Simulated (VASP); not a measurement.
# Ta8O21 (a cell with a defect) in VASP: single point with PBEsol

Aim: the single point of Ta8O21 (a cell with a defect) with PBEsol.

All numbers are computed with VASP 6.6.1; they aren't measurements. Logs are shortened: lines on timing, memory, paths and dates and some standing lists are left out, and cuts for length are marked.

## Step 1: The cell of the first run

The cell holds a defect, 29 atoms: a = 12.505 Å, b = 6.727 Å, c = 13.272 Å, α = 68.64°, β = 30.07°, γ = 81.29°.

## Step 2: Single point, PBEsol

Contents of INCAR:

```
  PREC = Accurate
  ENCUT = 520
  EDIFF = 1E-6
  ISMEAR = -1
  SIGMA = 0.01
  LREAL = False
  LASPH = True
  NELM = 120
  ALGO = Normal
  ISIF = 2
  LWAVE = False
  LCHARG = False
  GGA = PS
  NBANDS = 127
  GGA_COMPAT = False
```

Contents of KPOINTS:

```
Automatic mesh
0
Gamma
  2 2 2
  0.5 0.5 0.5
```

Contents of POSCAR:

```
Ta8O21
1.0
    0.0000000000     11.9846651819      3.5696847681
    5.7020527302      0.0000000000      3.5696847681
    5.7020527302     11.9846651819      0.0000000000
Ta O
8 21
Direct
    0.1008222432      0.3903614307      0.7520446876
    0.6123878220      0.8843499497      0.2503110844
    0.3940495887      0.1025388516      0.7473545371
    0.8984863088      0.5973264004      0.2479289690
    0.2089304434      0.2321061169      0.4232549629
    0.7310873447      0.7356133254      0.9139680823
    0.2528928712      0.2468406174      0.1044883131
    0.7524537137      0.7418798238      0.6077654014
    0.3085469424      0.6907788579      0.5639240948
    0.8129111868      0.1798661988      0.0727074128
    0.1794647978      0.8169526469      0.9310128997
    0.6861067085      0.3095816309      0.4300379399
    0.4228353580      0.5524983185      0.2013339983
    0.8913424150      0.0685510252      0.7188188736
    0.0706583352      0.9306050378      0.3196221237
    0.5702621324      0.4203094340      0.8202929324
    0.4644361841      0.1075643624      0.2631868294
    0.9046015472      0.5581047076      0.8251774661
    0.0906457256      0.4177358561      0.1618578434
    0.5777096576      0.9081607419      0.6847653145
    0.1773145521      0.2873631188      0.5907820314
    0.7043809848      0.7974824454      0.0735921916
    0.3177162849      0.1741689402      0.9201723179
    0.8271904027      0.6684662058      0.4181631144
    0.2512413986      0.2601116662      0.7489457655
    0.7367757476      0.7424857666      0.2712325921
    0.2076197684      0.2965081236      0.2725211588
    0.7385378462      0.7477522340      0.7609088971
    0.2656370129      0.9540537214      0.3965207785
```

Potentials or basis: VASP PAW PBE potentials, release 64 (Ta_pv, O).

Started as:

```console
$ cat potpaw_PBE.64/Ta_pv/POTCAR potpaw_PBE.64/O/POTCAR > POTCAR
$ mpirun -np 1 vasp_std > vasp.out
```

OUTCAR:

```text
PREC = Accurate
   ENCUT = 520
   EDIFF = 1E-6
   ISMEAR = -1
   LREAL = False
   LASPH = True
   NELM = 120
   ISIF = 2
   GGA = PS

 ion  position               nearest neighbor table
   1  0.101  0.390  0.752-  21 1.82  25 1.92  10 1.93   9 1.94  18 2.02   2 3.55   2 3.59
   2  0.612  0.884  0.250-  22 1.81  26 1.87   9 1.91  10 1.91  17 2.12   1 3.55   1 3.59
   3  0.394  0.103  0.747-  23 1.81  12 1.91  11 1.91  25 1.92  20 2.06   4 3.57   4 3.57
   4  0.898  0.597  0.248-  24 1.82  26 1.92  12 1.92  11 1.92  19 1.98   3 3.57   3 3.57
   5  0.209  0.232  0.423-  14 1.89  27 1.90  29 1.94  13 1.99  17 2.04  21 2.07   6 3.48
   6  0.731  0.736  0.914-  18 1.83  13 1.87  28 1.92  14 1.97  22 2.04   5 3.48
   7  0.253  0.247  0.104-  19 1.81  16 1.90  15 1.91  27 1.93  23 2.05   8 3.55   8 3.59
   8  0.752  0.742  0.608-  20 1.82  28 1.90  15 1.93  16 1.94  24 2.04   7 3.55   7 3.59
   9  0.309  0.691  0.564-   2 1.91   1 1.94
  10  0.813  0.180  0.073-   2 1.91   1 1.93
  11  0.179  0.817  0.931-   3 1.91   4 1.92
  12  0.686  0.310  0.430-   3 1.91   4 1.92
  13  0.423  0.552  0.201-   6 1.87   5 1.99
  14  0.891  0.069  0.719-   5 1.89   6 1.97
  15  0.071  0.931  0.320-   7 1.91   8 1.93
  16  0.570  0.420  0.820-   7 1.90   8 1.94
  17  0.464  0.108  0.263-  29 1.49   5 2.04   2 2.12
  18  0.905  0.558  0.825-   6 1.83   1 2.02
  19  0.091  0.418  0.162-   7 1.81   4 1.98
  20  0.578  0.908  0.685-   8 1.82   3 2.06
  21  0.177  0.287  0.591-   1 1.82   5 2.07
  22  0.704  0.797  0.074-   2 1.81   6 2.04
  23  0.318  0.174  0.920-   3 1.81   7 2.05
  24  0.827  0.668  0.418-   4 1.82   8 2.04
  25  0.251  0.260  0.749-   3 1.92   1 1.92
  26  0.737  0.742  0.271-   2 1.87   4 1.92
  27  0.208  0.297  0.273-   5 1.90   7 1.93
  28  0.739  0.748  0.761-   8 1.90   6 1.92
  29  0.266  0.954  0.397-  17 1.49   5 1.94

  LATTYP: Found a face centered orthorhombic cell.
 ALAT       =     7.1393695362
 B/A-ratio  =     1.5973546967
 C/A-ratio  =     3.3573455250

  Lattice vectors:

 A1 = (   5.7020527302,  11.9846651819,   0.0000000000)
 A2 = (   0.0000000000,  11.9846651819,   3.5696847681)
 A3 = (   5.7020527302,   0.0000000000,   3.5696847681)

Analysis of symmetry for initial positions (statically):
=====================================================================
 Subroutine PRICEL returns:
 Original cell was already a primitive cell.

 Routine SETGRP: Setting up the symmetry group for a
 face centered orthorhombic supercell.

 Subroutine GETGRP returns: Found  1 space group operations
 (whereof  1 operations were pure point group operations)
 out of a pool of  8 trial point group operations.

The static configuration has the point symmetry C_1 .

Analysis of symmetry for dynamics (positions and initial velocities):
=====================================================================
 Subroutine PRICEL returns:
 Original cell was already a primitive cell.

 Routine SETGRP: Setting up the symmetry group for a
 face centered orthorhombic supercell.

 Subroutine GETGRP returns: Found  1 space group operations
 (whereof  1 operations were pure point group operations)
 out of a pool of  8 trial point group operations.

The dynamic configuration has the point symmetry C_1 .

 Subroutine INISYM returns: Found  1 space group operations
 (whereof  1 operations are pure point group operations),
 and found     1 'primitive' translations

----------------------------------------------------------------------------------------

                                     Primitive cell

  volume of cell :     487.8845

  direct lattice vectors                    reciprocal lattice vectors
     0.000000000 11.984665182  3.569684768    -0.087687719  0.041719981  0.140068390
     5.702052730  0.000000000  3.569684768     0.087687719 -0.041719981  0.140068390
     5.702052730 11.984665182  0.000000000     0.087687719  0.041719981 -0.140068390

  length of vectors
    12.504992957  6.727262049 13.271985717     0.170437223  0.170437223  0.170437223

  position of ions in fractional coordinates (direct lattice)
     0.100822243  0.390361431  0.752044688
     0.612387822  0.884349950  0.250311084
     0.394049589  0.102538852  0.747354537
     0.898486309  0.597326400  0.247928969
     0.208930443  0.232106117  0.423254963
     0.731087345  0.735613325  0.913968082
[... 21 lines left out ...]
     0.738537846  0.747752234  0.760908897
     0.265637013  0.954053721  0.396520778

  ion indices of the primitive-cell ions
   primitive index   ion index
                 1           1
                 2           2
                 3           3
                 4           4
                 5           5
                 6           6
[... 21 lines left out ...]
                28          28
                29          29

----------------------------------------------------------------------------------------

 KPOINTS: Automatic mesh

Automatic generation of k-mesh.
 Grid dimensions read from file:
 generate k-points for:    2    2    2

 Generating k-lattice:

  Cartesian coordinates                     Fractional coordinates (reciprocal lattice)
    -0.043843860  0.020859990  0.070034195     0.500000000 -0.000000000  0.000000000
     0.043843860 -0.020859990  0.070034195    -0.000000000  0.500000000  0.000000000
     0.043843860  0.020859990 -0.070034195     0.000000000  0.000000000  0.500000000

  Length of vectors
     0.085218611  0.085218611  0.085218611

  Shift w.r.t. Gamma in fractional coordinates (k-lattice)
     0.500000000  0.500000000  0.500000000

 Subroutine IBZKPT returns following result:
 ===========================================

 Found     16 irreducible k-points:

 Following reciprocal coordinates:
            Coordinates               Weight
  0.250000  0.250000  0.250000      2.000000
 -0.000000 -0.000000 -0.250000      2.000000
 -0.250000  0.000000  0.000000      2.000000
  0.000000 -0.250000  0.000000      2.000000
 -0.250000  0.250000  0.250000      2.000000
  0.000000  0.500000 -0.250000      2.000000
[... 8 lines left out ...]
  0.250000  0.500000  0.000000      2.000000
  0.500000  0.250000  0.000000      2.000000
   k-points           NKPTS =     16   k-points in BZ     NKDIM =     16   number of bands    NBANDS=    127
   number of dos      NEDOS =    301   number of ions     NIONS =     29
   total plane-waves  NPLWV = 480000
   dimension x,y,z NGX =    96 NGY =   50 NGZ =  100
   dimension x,y,z NGXF=   192 NGYF=  100 NGZF=  200
   ions per type =               8  21
   NGX,Y,Z   is equivalent  to a cutoff of  12.76, 12.36, 12.53 a.u.
   NGXF,Y,Z  is equivalent  to a cutoff of  25.53, 24.71, 25.05 a.u.
 SYSTEM =  unknown system
   PREC   = accura    normal or accurate (medium, high low for compatibility)
   ISTART =      0    job   : 0-new  1-cont  2-samecut
   ICHARG =      2    charge: 1-file 2-atom 10-const
   ISPIN  =      1    spin polarized calculation?
   LNONCOLLINEAR =      F non collinear calculations
   LSORBIT =      F    spin-orbit coupling
   LASPH  =      T    aspherical Exc in radial PAW
   ENCUT  =  520.0 eV  38.22 Ry    6.18 a.u.  23.25 12.51 24.68*2*pi/ulx,y,z
   NELM   =    120;   NELMIN=  2; NELMDL= -5     # of ELM steps
   EDIFF  = 0.1E-05   stopping-criterion for ELM
   LREAL  =      F    real-space projection
   EDIFFG = 0.1E-04   stopping-criterion for IOM
   NSW    =      0    number of steps for IOM
   IBRION =     -1    ionic relax: 0-MD 1-quasi-New 2-CG
   NFREE  =      0    steps in history (QN), initial steepest desc. (CG)
   ISIF   =      2    stress and relaxation
   ISYM   =      2    0-nonsym 1-usesym 2-fastsym
   POTIM  = 0.5000    time-step for ionic-motion
   TEBEG  =    0.0;   TEEND  =   0.0 temperature during run
   PSTRESS=    0.0 pullay stress
   NELECT =     214.0000    total number of electrons
   NUPDOWN=      -1.0000    fix difference up-down
   EMIN   =  10.00;   EMAX   =-10.00  energy-range for DOS
   EFERMI =   0.00;   METHOD = LEGACY
   ISMEAR =    -1;   SIGMA  =   0.01  broadening in eV -4-tet -1-fermi 0-gaus
   EFERMI_NEDOS =   21; number of points for ismear=-14 and -15
   IALGO  =     38    algorithm
   IMIX   =      4    mixing-type and parameters
     AMIX     =   0.40;   BMIX     =  1.00
     AMIX_MAG =   1.60;   BMIX_MAG =  1.00
  volume/ion in A,a.u.               =      16.82       113.53
  Fermi-wavevector in a.u.,A,eV,Ry     =   1.243866  2.350567 21.050985  1.547204
  Thomas-Fermi vector in A             =   2.378158
   LORBIT       =      0    0 simple, 1 ext, 2 COOP (PROOUT), +10 PAW based schemes
   GGA     = PS    functional components
   LHFCALC =     F    Hartree Fock is set to
   AEXX    =    0.0000 exact exchange contribution
   IVDW    =     0    specifies the selected vdW correction
   LEPSILON=     F    determine dielectric tensor
   LRPA    =     F    only Hartree local field effects (RPA)
 non-spin polarized calculation
  energy-cutoff  :      520.00
  volume of cell :      487.88
 maximum number of plane-waves:     13140
 NGX is ok and might be reduce to    96
   NGX = 47   NGY = 25   NGZ = 49

 number of electron     214.0000011 magnetization

 Free energy of the ion-electron system (eV)
  ---------------------------------------------------
  ext. energy  EPLUGINS =         0.00000000
  ---------------------------------------------------
  free energy    TOTEN  =      -285.75611808 eV

  energy without entropy =     -285.75611808  energy(sigma->0) =     -285.75611808

 E-fermi :  -0.2179     XC(G=0):  -8.8361

 val. band max:       -0.4583710513   @ k =   0.5000  -0.0000  -0.2500
 cond. band min:       2.5423023204   @ k =   0.2500   0.5000   0.0000
 fundamental gap:      3.0006733717
 Fermi energy:        -0.2179443654

 k-point     1 :       0.2500    0.2500    0.2500
  band No.  band energies     occupation
      1     -35.0608      2.00000
      2     -34.8749      2.00000
      3     -34.8382      2.00000
      4     -34.8111      2.00000
      5     -34.7988      2.00000
      6     -34.7844      2.00000
[... 111 lines left out ...]
    118       4.0849      0.00000
    119       4.2225      0.00000

 k-point     2 :      -0.0000   -0.0000   -0.2500
  band No.  band energies     occupation
      1     -35.0608      2.00000
      2     -34.8749      2.00000
      3     -34.8386      2.00000
      4     -34.8111      2.00000
      5     -34.7987      2.00000
      6     -34.7835      2.00000
[... 1703 lines left out ...]
      2     -34.8748      2.00000
      3     -34.8387      2.00000
      4     -34.8110      2.00000
      5     -34.8000      2.00000
      6     -34.7832      2.00000
[... 111 lines left out ...]
    118       4.0439      0.00000
    119       4.2129      0.00000
 [bands above 119 left out]

------------------------ aborting loop because EDIFF is reached ----------------------------------------

  FORCE on cell =-STRESS in cart. coord.  units (eV):
  Direction    XX          YY          ZZ          XY          YZ          ZX
  --------------------------------------------------------------------------------------
  -------------------------------------------------------------------------------------
  Total        3.3611010      5.1102113      3.0613335     -2.3806086      0.1716369     -0.3652171
  in kB       11.0376127     16.7815645     10.0531979     -7.8177467      0.5636432     -1.1993467
  external PRESSURE =      12.6241250 kB  Pullay stress =       0.0000000 kB

 VOLUME and BASIS-vectors are now :
 -----------------------------------------------------------------------------
  energy-cutoff  :      520.00
  volume of cell :      487.88
      direct lattice vectors                 reciprocal lattice vectors
     0.000000000 11.984665182  3.569684768    -0.087687719  0.041719981  0.140068390
     5.702052730  0.000000000  3.569684768     0.087687719 -0.041719981  0.140068390
     5.702052730 11.984665182  0.000000000     0.087687719  0.041719981 -0.140068390

 POSITION                                       TOTAL-FORCE (eV/Angst)
 -----------------------------------------------------------------------------------
      6.51406     10.22132      1.75337         0.131236      0.087502      0.022267
      6.46990     10.33916      5.34288         0.141001      0.023383      0.034578
      4.84614     13.67935      1.77266        -0.126782     -0.082100     -0.015591
      4.81969     13.73940      5.33958        -0.058973     -0.109962     -0.024402
      3.73690      7.57653      1.57436         0.136828      0.006744      0.124850
      9.40600     19.71544      5.23566         0.134424     -0.072591      0.114748
[... 21 lines left out ...]
      8.60247     17.97037      5.30559         0.024043      0.021719      0.007754
      7.70105      7.93574      4.35391        -0.190193     -0.139886     -0.282185
 -----------------------------------------------------------------------------------
    total drift:                                0.001391     -0.001801      0.001768

  FREE ENERGIE OF THE ION-ELECTRON SYSTEM (eV)
  ---------------------------------------------------
  free  energy   TOTEN  =      -285.7561180804 eV

  energy  without entropy=     -285.7561180804  energy(sigma->0) =     -285.75611808
```

Run time: 75 min. Hardware: 1 thread of Intel Xeon 8259CL, shared host; peak memory 1.3 GiB.

Results:

```yaml
Free_energy: -285.7561 eV
Pressure: 1.3 GPa
Largest_force: 0.368 eV/Å
Band_gap_on_the_k_mesh: 3.00 eV
```

Forces on the atoms (eV/Å):
```
Ta   0.131  0.088  0.022
Ta   0.141  0.023  0.035
Ta  -0.127 -0.082 -0.016
Ta  -0.059 -0.110 -0.024
Ta   0.137  0.007  0.125
Ta   0.134 -0.073  0.115
Ta  -0.103  0.088 -0.031
Ta  -0.130  0.051 -0.028
O    0.080 -0.020 -0.031
O    0.088  0.032  0.026
O   -0.084 -0.032  0.002
O   -0.097  0.002  0.011
O    0.051 -0.008 -0.094
O    0.096 -0.041 -0.071
O   -0.083  0.026 -0.010
O   -0.095  0.045  0.032
O    0.016  0.232  0.242
O   -0.122  0.088 -0.033
O    0.081 -0.122  0.002
O    0.136 -0.117  0.015
O   -0.180 -0.127 -0.032
O   -0.183 -0.070 -0.035
O    0.162  0.121  0.013
O    0.131  0.121  0.026
O    0.007  0.005  0.000
O   -0.007  0.041  0.001
O    0.043 -0.050  0.013
O    0.024  0.022  0.008
O   -0.190 -0.140 -0.282
```

Stress tensor (GPa, compression positive):
```
 1.10 -0.78 -0.12
-0.78  1.68  0.06
-0.12  0.06  1.01
```

Levels at points of the mesh, in eV from the valence-band top:
```tsv
k point	band 104	band 105	band 106	band 107	band 108	band 109	band 110	band 111
(0.25, 0.25, 0.25)	-0.74	-0.37	-0.32	-0.02	3.15	3.23	3.41	3.84
```

Caveat: the PAW data sets were made with another functional, which shifts forces and pressure a little; spin-orbit coupling is left out, which moves the levels of the heavy elements.
